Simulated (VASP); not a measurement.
# NaI (Fm-3m) in VASP: settings compared, part 2 of 2

VASP 6.6.1. The steps go on from the part before.

### Step 3. Single point, r2SCAN

This run uses another cell than the first one, of 27.98 Å³/atom.

Contents of POSCAR:

```
NaI
1.0
    0.0000000000      3.0356934440      3.0356934440
    3.0356934440      0.0000000000      3.0356934440
    3.0356934440      3.0356934440      0.0000000000
Na I
1 1
Direct
    0.0000000000      0.0000000000      0.0000000000
    0.5000000000      0.5000000000      0.5000000000
```

Contents of INCAR.step1:

```
ALGO     = Normal         # electronic algorithm
EDIFF    = 1E-4           # SCF threshold, eV
ENCUT    = 520            # plane-wave cutoff, eV
GGA      = PE             # functional
ISMEAR   = 0              # smearing method
LASPH    = T              # aspherical terms in the spheres
LCHARG   = F              # write CHGCAR
LREAL    = F              # projectors in reciprocal space
LWAVE    = T              # write WAVECAR
NBANDS   = 14             # bands
NELM     = 60             # most SCF steps
PREC     = Accurate       # precision mode
SIGMA    = 0.01           # smearing width, eV
```

Contents of INCAR.step2:

```
ALGO     = Normal         # electronic algorithm
EDIFF    = 1E-6           # SCF threshold, eV
ENCUT    = 520            # plane-wave cutoff, eV
ISIF     = 2              # what is computed and relaxed
ISMEAR   = 0              # smearing method
ISTART   = 1            
LASPH    = T              # aspherical terms in the spheres
LCHARG   = F              # write CHGCAR
LMIXTAU  = T            
LREAL    = F              # projectors in reciprocal space
LWAVE    = F              # write WAVECAR
METAGGA  = R2SCAN         # meta-GGA
NBANDS   = 14             # bands
NELM     = 60             # most SCF steps
PREC     = Accurate       # precision mode
SIGMA    = 0.01           # smearing width, eV
```

Contents of KPOINTS:

```
k-points
0
Gamma
  6 6 6
```

Potentials or basis: VASP PAW PBE potentials, release 64 (Na_pv, I).

Command:

```sh
$ cat potpaw_PBE.64/Na_pv/POTCAR potpaw_PBE.64/I/POTCAR > POTCAR
$ cp INCAR.step1 INCAR
$ mpirun -np 1 vasp_std > vasp.out
$ cp INCAR.step2 INCAR
$ mpirun -np 1 vasp_std > vasp.out
```

OUTCAR:

```text
EDIFF = 1E-6
   ENCUT = 520
   ISIF = 2
   ISMEAR = 0
   ISTART = 1
   LASPH = T
   LREAL = F
   METAGGA = R2SCAN
   NELM = 60
   PREC = Accurate

 ion  position               nearest neighbor table
   1  0.000  0.000  0.000-   2 3.04   2 3.04   2 3.04   2 3.04   2 3.04   2 3.04
   2  0.500  0.500  0.500-   1 3.04   1 3.04   1 3.04   1 3.04   1 3.04   1 3.04

  LATTYP: Found a face centered cubic cell.
 ALAT       =     6.0713868880

  Lattice vectors:

[... 448 lines left out ...]
------------------------ aborting loop because EDIFF is reached ----------------------------------------

  FORCE on cell =-STRESS in cart. coord.  units (eV):
  Direction    XX          YY          ZZ          XY          YZ          ZX
  --------------------------------------------------------------------------------------
  -------------------------------------------------------------------------------------
  Total        1.6949426      1.6949426      1.6949426      0.0000000     -0.0000000      0.0000000
  in kB       48.5357620     48.5357620     48.5357620      0.0000000     -0.0000000      0.0000000
  external PRESSURE =      48.5357620 kB  Pullay stress =       0.0000000 kB

 VOLUME and BASIS-vectors are now :
 -----------------------------------------------------------------------------
  energy-cutoff  :      520.00
  volume of cell :       55.95
      direct lattice vectors                 reciprocal lattice vectors
     0.000000000  3.035693444  3.035693444    -0.164707013  0.164707013  0.164707013
     3.035693444  0.000000000  3.035693444     0.164707013 -0.164707013  0.164707013
     3.035693444  3.035693444  0.000000000     0.164707013  0.164707013 -0.164707013

 POSITION                                       TOTAL-FORCE (eV/Angst)
 -----------------------------------------------------------------------------------
      0.00000      0.00000      0.00000         0.000000      0.000000      0.000000
      3.03569      3.03569      3.03569         0.000000     -0.000000      0.000000
 -----------------------------------------------------------------------------------
    total drift:                                0.000000     -0.000000     -0.000000

  FREE ENERGIE OF THE ION-ELECTRON SYSTEM (eV)
  ---------------------------------------------------
  free  energy   TOTEN  =       -30.9457278310 eV

  energy  without entropy=      -30.9457278310  energy(sigma->0) =      -30.94572783
```

OSZICAR.step1:

```text
N       E                     dE             d eps       ncg     rms          rms(c)
DAV:   1     0.858421716123E+02    0.85842E+02   -0.67077E+03   448   0.945E+02
DAV:   2     0.116872311085E+01   -0.84673E+02   -0.79269E+02   460   0.243E+02
DAV:   3    -0.509755361440E+01   -0.62663E+01   -0.62230E+01   568   0.621E+01
DAV:   4    -0.524226735788E+01   -0.14471E+00   -0.14468E+00   552   0.945E+00
DAV:   5    -0.524593289573E+01   -0.36655E-02   -0.36655E-02   594   0.150E+00    0.191E+00
DAV:   6    -0.519971226047E+01    0.46221E-01   -0.49698E-02   520   0.139E+00    0.130E+00
DAV:   7    -0.519266476819E+01    0.70475E-02   -0.52527E-02   570   0.130E+00    0.612E-01
DAV:   8    -0.519389618646E+01   -0.12314E-02   -0.36188E-03   520   0.500E-01    0.167E-01
DAV:   9    -0.519386695996E+01    0.29226E-04   -0.18822E-04   544   0.128E-01
   1 F= -.51938670E+01 E0= -.51938670E+01  d E =-.310244E-36
```

Run time: 25 s. Hardware: 1 thread of Intel Xeon 6975P-C (Granite Rapids), shared host; peak memory 0.19 GiB.

What came out:

- Free energy: -30.9457 eV
- Pressure: 4.9 GPa
- Band gap on the k mesh: 5.14 eV

Levels at points of the mesh, in eV from the valence-band top:
```
           k point  band 3  band 4  band 5  band 6  band 7  band 8  band 9  band 10  band 11  band 12
(0.00, 0.00, 0.00)  -23.15  -11.97    0.00    0.00    0.00    5.14    8.41     8.41     8.41    10.60
(0.50, 0.00, 0.00)  -23.15  -11.39   -2.98   -0.45   -0.45    5.74    8.20     8.20    11.16    11.76
(0.50, 0.50, 0.00)  -23.15  -11.25   -2.66   -1.07   -1.07    5.34    5.60    12.14    12.78    13.56
```

Caveat: the cell stands under pressure; the PAW data sets were made with another functional, which shifts forces and pressure a little; spin-orbit coupling is left out, which moves the levels of the heavy elements. A k mesh can miss the band edges.

### Step 4. Relaxation of cell and atoms, PBEsol, target pressure 5 GPa, at which the enthalpy is minimised

This run uses another cell than the first one, of 32.78 Å³/atom.

Contents of INCAR:

```
SYSTEM = NaI
PREC = Accurate ; ENCUT = 600
EDIFF = 1E-6 ; ISMEAR = 0
SIGMA = 0.01 ; LREAL = .False.
LASPH = .True. ; NELM = 80
ALGO = Normal ; ISIF = 3
LWAVE = .False. ; LCHARG = .False.
GGA = PS ; IBRION = 2
NSW = 100 ; EDIFFG = -0.002
PSTRESS = 50.0
```

Contents of KPOINTS:

```
Automatic mesh
0
Gamma
  6 6 6
  0 0 0
```

Contents of POSCAR:

```
NaI
1.0
    0.0000000000      3.2002576574      3.2002576574
    3.2002576574      0.0000000000      3.2002576574
    3.2002576574      3.2002576574      0.0000000000
Na I
1 1
Direct
    0.0000000000      0.0000000000      0.0000000000
    0.5000000000      0.5000000000      0.5000000000
```

Command:

```sh
$ cat potpaw_PBE.64/Na_pv/POTCAR potpaw_PBE.64/I/POTCAR > POTCAR
$ mpirun -np 1 vasp_std > vasp.out
```

Run time: 37 s. Hardware: 1 thread of Intel Xeon 6975P-C (Granite Rapids), shared host; peak memory 0.21 GiB.

Results (log left out):

| Item | Value |
| --- | --- |
| Free energy | -5.5229 eV |
| Relaxed volume | 27.25 Å³/atom |
| Relaxed cell | a = 4.256 Å, b = 4.256 Å, c = 4.256 Å, α = 60.00°, β = 60.00°, γ = 60.00° |
| Space group after relaxing (to 0.1 Å) | Fm-3m (No. 225) |
| Energy change on relaxing (the run minimises the enthalpy) | +73.4 meV/atom |
| Ionic steps | 7 |
| Pressure after relaxing | 5.0 GPa |
| Band gap on the k mesh | 4.19 eV |

The path:
```csv
step,energy change (eV),largest force (eV/Å),pressure (GPa),volume (Å³)
1,0.0000,0.0000,0.06,65.55
2,0.0947,0.0000,3.77,56.42
3,0.1424,0.0000,4.97,54.65
4,0.1488,0.0000,5.07,54.44
5,0.1458,0.0000,4.86,54.54
6,0.1478,0.0000,5.12,54.48
7,0.1468,0.0000,4.99,54.51
```

Final structure:
```yaml
crystal:
  lattice:
    - [0.00000, 3.00938, 3.00938]
    - [3.00938, 0.00000, 3.00938]
    - [3.00938, 3.00938, 0.00000]
  atoms:
    - { symbol: Na, position: [0.00000, 0.00000, 0.00000] }
    - { symbol: I, position: [0.50000, 0.50000, 0.50000] }
```

Levels at points of the mesh, in eV from the valence-band top:
| k point | band 4 | band 5 | band 6 | band 7 | band 8 | band 9 | band 10 | band 11 |
| --- | --- | --- | --- | --- | --- | --- | --- | --- |
| (0.00, 0.00, 0.00) | -11.76 | 0.00 | 0.00 | 0.00 | 4.19 | 7.77 | 7.77 | 7.77 |
| (0.50, 0.00, 0.00) | -11.16 | -3.13 | -0.46 | -0.46 | 4.96 | 7.50 | 7.50 | 10.19 |
| (0.50, 0.50, 0.00) | -11.03 | -2.78 | -1.11 | -1.11 | 4.54 | 4.91 | 11.20 | 12.28 |

Caveat: the cell is relaxed towards a set pressure, so the run minimises the enthalpy, not the energy; the volume moved by over 15 % at a fixed basis, so the end points are rough; the PAW data sets were made with another functional, which shifts forces and pressure a little; spin-orbit coupling is left out, which moves the levels of the heavy elements.

### Step 5. Summary

| task | level | cell | cutoff (eV) | gap on the mesh (eV) | pressure (GPa) |
| --- | --- | --- | --- | --- | --- |
| single point | PBEsol | a = 4.255 Å, angles 60.0°, 2 atoms | 520 | 4.19 | 5.1 |
| single point | r2SCAN | a = 4.293 Å, angles 60.0°, 2 atoms | 520 | 5.14 | 4.9 |
| relaxation of cell and atoms | PBEsol | relaxed to 5 GPa from a = 4.526 Å, angles 60.0°, 2 atoms | 600 | 4.19 | 5.0 |

Alike in all rows: potentials or basis VASP PAW PBE potentials, release 64 (Na_pv, I); no spin polarisation; k mesh 6 × 6 × 6; smearing gaussian 0.01 eV.

Caveats: the PAW data sets were made with another functional, which shifts forces and pressure a little; spin-orbit coupling is left out, which moves the levels of the heavy elements; the cell stands under pressure (at least some runs); the cell is relaxed towards a set pressure, so the run minimises the enthalpy, not the energy (at least some runs); the volume moved by over 15 % at a fixed basis, so the end points are rough (at least some runs).

Total energies depend on the potentials used, so only differences within one code and one set of settings carry meaning.
